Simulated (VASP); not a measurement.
Set up this calculation in VASP 6.6.1, as the native input.

| Property | Result |
| --- | --- |
| Task | single point |
| Functional | PBEsol |
| Potentials or basis | VASP PAW PBE potentials, release 64 (C) |
| Cutoff | 520 eV |
| k mesh | 21 × 21 × 12 |
| Occupations | methfessel-paxton, width 0.066 eV |
| Spin | no spin polarisation |
| Dipole correction | no |
| Further INCAR settings | ALGO = Normal; EDIFF = 1e-06; NBANDS = 11 |

The structure of C lies in POSCAR:

```
C
1.0
    2.1294373680     -1.2294395002     -0.0095272602
    2.1294373680      1.2294395002     -0.0095272602
   -1.3961295639      0.0000000000      3.6148000095
C
2
Direct
    0.8333558953      0.8333558953      0.0000675370
    0.1666441047      0.1666441047      0.9999324630
```

One way to write it, as run:

INCAR

```
PREC = Accurate
ENCUT = 520
EDIFF = 1E-6
ISMEAR = 1
SIGMA = 0.066
LREAL = F
LASPH = T
NELM = 100
ALGO = Normal
ISIF = 2
LWAVE = F
LCHARG = T
GGA = PS
LELF = T
LVHAR = T
NBANDS = 11
```

KPOINTS

```
regular mesh
0
Gamma
  21 21 12
```

Potentials or basis: VASP PAW PBE potentials, release 64 (C).

Command:

```sh
$ cat potpaw_PBE.64/C/POTCAR > POTCAR
$ mpirun -np 1 vasp_std > vasp.out
```

Results of the run:

| Quantity | Value |
| --- | --- |
| Pressure | 0.6 GPa |

Caveat: this functional lacks dispersion, which binds the layers, so the pressure and a relaxed spacing across them are unreliable; the PAW data sets were made with another functional, which shifts forces and pressure a little.

Run time: 2.9 min on 1 thread of Intel(R) Xeon(R) Platinum 8488C (Sapphire Rapids), on a shared host, peak memory 0.32 GiB.
